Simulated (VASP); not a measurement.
# Cu (Fd-3m) in VASP: a series of runs, part 2 of 3

VASP 6.6.1. The steps go on from the part before.

### Step 4. Relaxation of cell and atoms, PBEsol

File INCAR:

```
SYSTEM = Cu
PREC = Accurate ; ENCUT = 600
EDIFF = 1E-6 ; ISMEAR = 0
SIGMA = 0.1 ; LREAL = .False.
LASPH = .True. ; NELM = 80
ALGO = Fast ; ISIF = 3
LWAVE = .False. ; LCHARG = .False.
GGA = PS ; IBRION = 2
NSW = 90 ; EDIFFG = -0.04
```

File KPOINTS:

```
Automatic mesh
0
Gamma
  6 6 6
  0 0 0
```

File POSCAR:

```
Cu
1.0
    0.0000000000      2.3559392742      2.3559392742
    2.3559392742      0.0000000000      2.3559392742
    2.3559392742      2.3559392742      0.0000000000
Cu
2
Direct
    0.5000000000      0.5000000000      0.5000000000
    0.7500000000      0.7500000000      0.7500000000
```

Potentials or basis: VASP PAW PBE potentials, release 64 (Cu).

Launch:

```console
cat potpaw_PBE.64/Cu/POTCAR > POTCAR
mpirun -np 1 vasp_std > vasp.out
```

OUTCAR:

```text
SYSTEM = Cu
   PREC = Accurate
   ENCUT = 600
   EDIFF = 1E-6
   ISMEAR = 0
   LREAL = .False.
   LASPH = .True.
   NELM = 80
   ISIF = 3
   GGA = PS
   IBRION = 2
   NSW = 90
   EDIFFG = -0.04

 ion  position               nearest neighbor table
   1  0.500  0.500  0.500-   2 2.04   2 2.04   2 2.04   2 2.04
   2  0.750  0.750  0.750-   1 2.04   1 2.04   1 2.04   1 2.04

  LATTYP: Found a face centered cubic cell.
 ALAT       =     4.7118785484

  Lattice vectors:

 A1 = (   0.0000000000,   2.3559392742,   2.3559392742)
 A2 = (   2.3559392742,   0.0000000000,   2.3559392742)
 A3 = (   2.3559392742,   2.3559392742,   0.0000000000)

Analysis of symmetry for initial positions (statically):
=====================================================================
 Subroutine PRICEL returns:
 Original cell was already a primitive cell.

 Routine SETGRP: Setting up the symmetry group for a
 face centered cubic supercell.

 Subroutine GETGRP returns: Found 48 space group operations
 (whereof 24 operations were pure point group operations)
 out of a pool of 48 trial point group operations.

The static configuration has the point symmetry T_d .
 The point group associated with its full space group is O_h .

Analysis of symmetry for dynamics (positions and initial velocities):
=====================================================================
 Subroutine PRICEL returns:
 Original cell was already a primitive cell.
[... 124 lines left out ...]
   LORBIT       =      0    0 simple, 1 ext, 2 COOP (PROOUT), +10 PAW based schemes
   GGA     = PS    functional components
   LHFCALC =     F    Hartree Fock is set to
   AEXX    =    0.0000 exact exchange contribution
   IVDW    =     0    specifies the selected vdW correction
   LEPSILON=     F    determine dielectric tensor
   LRPA    =     F    only Hartree local field effects (RPA)
 conjugate gradient relaxation of ions
 non-spin polarized calculation
 RMM-DIIS sequential band-by-band and
 Gauss-broadening in eV      SIGMA  =   0.10
  energy-cutoff  :      600.00
  volume of cell :       26.15
 maximum number of plane-waves:       893
 NGX is ok and might be reduce to    28
   NGX = 13   NGY = 13   NGZ = 13

--------------------------------------- Ionic step        1  -------------------------------------------

 number of electron      22.0000012 magnetization

 Free energy of the ion-electron system (eV)
  ---------------------------------------------------
  ext. energy  EPLUGINS =         0.00000000
  ---------------------------------------------------
  free energy    TOTEN  =        -5.17772132 eV

  energy without entropy =       -5.17144705  energy(sigma->0) =       -5.17458419

 E-fermi :   6.2817     XC(G=0): -12.0645

 val. band max:        6.0978917014   @ k =   0.5000   0.0000   0.0000
 cond. band min:       6.2889177658   @ k =  -0.3333   0.3333   0.1667
 fundamental gap:      0.1910260644
 Fermi energy:         6.2816648576
[... 760 lines left out ...]
--------------------------------------- Ionic step        6  -------------------------------------------

 number of electron      22.0000018 magnetization

 Free energy of the ion-electron system (eV)
  ---------------------------------------------------
  ext. energy  EPLUGINS =         0.00000000
  ---------------------------------------------------
  free energy    TOTEN  =        -6.20693643 eV

  energy without entropy =       -6.19943669  energy(sigma->0) =       -6.20318656

 E-fermi :   3.1880     XC(G=0): -10.3758

 val. band max:        2.9486045393   @ k =  -0.3333   0.3333   0.1667
 cond. band min:       3.2020364982   @ k =  -0.3333   0.3333   0.1667
 fundamental gap:      0.2534319588
 Fermi energy:         3.1879516404
[... 315 lines left out ...]
  FREE ENERGIE OF THE ION-ELECTRON SYSTEM (eV)
  ---------------------------------------------------
  free  energy   TOTEN  =        -6.2069364256 eV

  energy  without entropy=       -6.1994366917  energy(sigma->0) =       -6.20318656

 reached required accuracy - stopping structural energy minimisation
```

CONTCAR:

```text
Cu
   1.00000000000000
     0.0000000000000000    2.6196244439066469    2.6196244439066469
     2.6196244439066469    0.0000000000000000    2.6196244439066469
     2.6196244439066469    2.6196244439066469    0.0000000000000000
  Cu
     2
Direct
     0.5000000000000000    0.5000000000000000    0.5000000000000000
     0.7500000000000000    0.7500000000000000    0.7500000000000000

  0.00000000E+00  0.00000000E+00  0.00000000E+00
  0.00000000E+00  0.00000000E+00  0.00000000E+00
```

Run time: 34 s. Hardware: 1 thread of Intel Xeon 6975P-C (Granite Rapids), shared host; peak memory 0.15 GiB.

Results:

| Property | Result |
| --- | --- |
| Free energy | -6.2069 eV |
| Relaxed volume | 17.98 Å³/atom |
| Relaxed cell | a = 3.705 Å, b = 3.705 Å, c = 3.705 Å, α = 60.00°, β = 60.00°, γ = 60.00° |
| Space group after relaxing (to 0.05 Å) | Fd-3m (No. 227) |
| Energy gained by relaxing | 514.6 meV/atom |
| Ionic steps | 6 |
| Pressure after relaxing | -0.2 GPa |
| Band gap on the k mesh | zero (band 11 reaches 3.60 eV, above the bottom of band 12 at 2.74 eV) |

The path:
| step | energy change (eV) | largest force (eV/Å) | pressure (GPa) | volume (Å³) |
| --- | --- | --- | --- | --- |
| 1 | 0.0000 | 0.0000 | 45.81 | 26.15 |
| 2 | -0.8246 | 0.0000 | -7.70 | 43.01 |
| 3 | -1.0288 | 0.0000 | 1.35 | 35.70 |
| 4 | -1.0272 | 0.0000 | -0.99 | 36.58 |
| 5 | -1.0289 | 0.0000 | -0.59 | 36.21 |
| 6 | -1.0292 | 0.0000 | -0.21 | 35.95 |

Final structure:
```xyz
2
Lattice="0.0000 2.6196 2.6196 2.6196 0.0000 2.6196 2.6196 2.6196 0.0000" Properties=species:S:1:pos:R:3 pbc="T T T"
Cu    2.6196    2.6196    2.6196
Cu    3.9294    3.9294    3.9294
```

Caveat: the k points lie up to 0.35 Å⁻¹ apart in the final cell; the volume moved by over 15 % at a fixed basis, so the end points are rough; the PAW data sets were made with another functional, which shifts forces and pressure a little.

### Step 5. Single point, PBEsol

This run uses another cell than the first one, of 17.89 Å³/atom, 1.368 times its volume.

File INCAR:

```
SYSTEM = Cu
PREC = Accurate
ENCUT = 520
EDIFF = 1E-6
ISMEAR = 0
SIGMA = 0.1
LREAL = .False.
LASPH = .True.
NELM = 80
ALGO = Normal
ISIF = 2
LWAVE = .False.
LCHARG = .True.
GGA = PS
LELF = .True.
LVHAR = .True.
NBANDS = 18
```

File KPOINTS:

```
regular mesh
0
Gamma
  18 18 18
  0 0 0
```

File POSCAR:

```
Cu
1.0
    0.0000000000      2.6155040388      2.6155040388
    2.6155040388      0.0000000000      2.6155040388
    2.6155040388      2.6155040388      0.0000000000
Cu
2
Direct
    0.0000000000      0.0000000000      0.0000000000
    0.2500000000      0.2500000000      0.2500000000
```

Potentials or basis: VASP PAW PBE potentials, release 64 (Cu).

Launch:

```console
cat potpaw_PBE.64/Cu/POTCAR > POTCAR
mpirun -np 1 vasp_std > vasp.out
```

OUTCAR:

```text
SYSTEM = Cu
   PREC = Accurate
   ENCUT = 520
   EDIFF = 1E-6
   ISMEAR = 0
   LREAL = .False.
   LASPH = .True.
   NELM = 80
   ISIF = 2
   GGA = PS

 ion  position               nearest neighbor table
   1  0.000  0.000  0.000-   2 2.27   2 2.27   2 2.27   2 2.27
   2  0.250  0.250  0.250-   1 2.27   1 2.27   1 2.27   1 2.27

  LATTYP: Found a face centered cubic cell.
 ALAT       =     5.2310080776

  Lattice vectors:

 A1 = (   0.0000000000,   2.6155040388,   2.6155040388)
 A2 = (   2.6155040388,   0.0000000000,   2.6155040388)
 A3 = (   2.6155040388,   2.6155040388,   0.0000000000)

Analysis of symmetry for initial positions (statically):
=====================================================================
 Subroutine PRICEL returns:
 Original cell was already a primitive cell.

 Routine SETGRP: Setting up the symmetry group for a
 face centered cubic supercell.

 Subroutine GETGRP returns: Found 48 space group operations
 (whereof 24 operations were pure point group operations)
 out of a pool of 48 trial point group operations.

The static configuration has the point symmetry T_d .
 The point group associated with its full space group is O_h .

Analysis of symmetry for dynamics (positions and initial velocities):
=====================================================================
 Subroutine PRICEL returns:
 Original cell was already a primitive cell.

 Routine SETGRP: Setting up the symmetry group for a
 face centered cubic supercell.

 Subroutine GETGRP returns: Found 48 space group operations
 (whereof 24 operations were pure point group operations)
 out of a pool of 48 trial point group operations.

The dynamic configuration has the point symmetry T_d .
 The point group associated with its full space group is O_h .

 Subroutine INISYM returns: Found 48 space group operations
 (whereof 24 operations are pure point group operations),
 and found     1 'primitive' translations
[... 104 lines left out ...]
   TEBEG  =    0.0;   TEEND  =   0.0 temperature during run
   PSTRESS=    0.0 pullay stress
   NELECT =      22.0000    total number of electrons
   NUPDOWN=      -1.0000    fix difference up-down
   EMIN   =  10.00;   EMAX   =-10.00  energy-range for DOS
   EFERMI =   0.00;   METHOD = LEGACY
   ISMEAR =     0;   SIGMA  =   0.10  broadening in eV -4-tet -1-fermi 0-gaus
   EFERMI_NEDOS =   21; number of points for ismear=-14 and -15
   IALGO  =     38    algorithm
   IMIX   =      4    mixing-type and parameters
     AMIX     =   0.40;   BMIX     =  1.00
     AMIX_MAG =   1.60;   BMIX_MAG =  1.00
  volume/ion in A,a.u.               =      17.89       120.74
  Fermi-wavevector in a.u.,A,eV,Ry     =   1.392036  2.630566 26.364866  1.937763
  Thomas-Fermi vector in A             =   2.515817
   LORBIT       =      0    0 simple, 1 ext, 2 COOP (PROOUT), +10 PAW based schemes
   GGA     = PS    functional components
   LHFCALC =     F    Hartree Fock is set to
   AEXX    =    0.0000 exact exchange contribution
   IVDW    =     0    specifies the selected vdW correction
   LEPSILON=     F    determine dielectric tensor
   LRPA    =     F    only Hartree local field effects (RPA)
 non-spin polarized calculation
 Gauss-broadening in eV      SIGMA  =   0.10
  energy-cutoff  :      520.00
  volume of cell :       35.78
 maximum number of plane-waves:       982
   NGX = 13   NGY = 13   NGZ = 13

 number of electron      22.0000012 magnetization

 Free energy of the ion-electron system (eV)
  ---------------------------------------------------
  ext. energy  EPLUGINS =         0.00000000
  ---------------------------------------------------
  free energy    TOTEN  =        -6.24578311 eV

  energy without entropy =       -6.24145535  energy(sigma->0) =       -6.24361923

 E-fermi :   3.1276     XC(G=0): -10.4006

 val. band max:        3.1256453816   @ k =  -0.3333   0.3889   0.1667
 cond. band min:       3.1286908826   @ k =  -0.3889   0.3333   0.0000
 fundamental gap:      0.0030455010
 Fermi energy:         3.1275655132

 k-point     1 :       0.0000    0.0000    0.0000
  band No.  band energies     occupation
      1      -3.5088      2.00000
      2      -0.0296      2.00000
      3      -0.0296      2.00000
      4      -0.0296      2.00000
      5      -0.0087      2.00000
      6      -0.0087      2.00000
[... 481 lines left out ...]
      5       0.1911      2.00000
      6       0.2785      2.00000
[... 10 lines left out ...]
     17      15.5926      0.00000
     18      16.8838      0.00000

 [... further k-points ...]
[... 5 lines left out ...]
  --------------------------------------------------------------------------------------
  -------------------------------------------------------------------------------------
  Total        0.0090802      0.0090802      0.0090802      0.0000000     -0.0000000      0.0000000
  in kB        0.4065451      0.4065451      0.4065451      0.0000000     -0.0000000      0.0000000
  external PRESSURE =       0.4065451 kB  Pullay stress =       0.0000000 kB

 VOLUME and BASIS-vectors are now :
 -----------------------------------------------------------------------------
  energy-cutoff  :      520.00
  volume of cell :       35.78
      direct lattice vectors                 reciprocal lattice vectors
     0.000000000  2.615504039  2.615504039    -0.191167742  0.191167742  0.191167742
     2.615504039  0.000000000  2.615504039     0.191167742 -0.191167742  0.191167742
     2.615504039  2.615504039  0.000000000     0.191167742  0.191167742 -0.191167742

 POSITION                                       TOTAL-FORCE (eV/Angst)
 -----------------------------------------------------------------------------------
      0.00000      0.00000      0.00000         0.000000      0.000000     -0.000000
      1.30775      1.30775      1.30775        -0.000000     -0.000000      0.000000
 -----------------------------------------------------------------------------------
    total drift:                                0.000000      0.000000      0.000000

  FREE ENERGIE OF THE ION-ELECTRON SYSTEM (eV)
  ---------------------------------------------------
  free  energy   TOTEN  =        -6.2457831072 eV

  energy  without entropy=       -6.2414553452  energy(sigma->0) =       -6.24361923
```

OSZICAR:

```text
N       E                     dE             d eps       ncg     rms          rms(c)
DAV:   1     0.136344154364E+03    0.13634E+03   -0.10503E+04  7172   0.192E+03
DAV:   2    -0.121289466181E+01   -0.13756E+03   -0.13025E+03  7024   0.277E+02
DAV:   3    -0.766428976494E+01   -0.64514E+01   -0.61971E+01  7858   0.873E+01
DAV:   4    -0.775733572997E+01   -0.93046E-01   -0.92978E-01  8296   0.112E+01
DAV:   5    -0.775900139500E+01   -0.16657E-02   -0.16656E-02  8532   0.128E+00    0.109E+01
DAV:   6    -0.747951078344E+01    0.27949E+00   -0.16968E+01  8436   0.101E+02    0.729E+00
DAV:   7    -0.625621044761E+01    0.12233E+01   -0.40875E+00  8260   0.475E+01    0.431E-01
DAV:   8    -0.625593795087E+01    0.27250E-03   -0.11926E-01 10210   0.629E+00    0.875E-01
DAV:   9    -0.624616900317E+01    0.97689E-02   -0.40427E-02  8972   0.458E+00    0.167E-01
DAV:  10    -0.624581463775E+01    0.35437E-03   -0.13363E-03 10014   0.748E-01    0.459E-02
DAV:  11    -0.624578309270E+01    0.31545E-04   -0.90101E-05 10716   0.180E-01    0.393E-03
DAV:  12    -0.624578310718E+01   -0.14482E-07   -0.44902E-06  7020   0.375E-02
   1 F= -.62457831E+01 E0= -.62436192E+01  d E =-.432776E-02
```

Run time: 46 s. Hardware: 1 thread of Intel Xeon 6975P-C (Granite Rapids), shared host; peak memory 0.22 GiB.

What came out:

| Item | Value |
| --- | --- |
| Free energy | -6.2458 eV |
| Pressure | 0.0 GPa |
| Band gap on the k mesh | zero (band 11 reaches 3.77 eV, above the bottom of band 12 at 2.79 eV) |

Caveat: the PAW data sets were made with another functional, which shifts forces and pressure a little.

(Continued in part 3 of 3.)
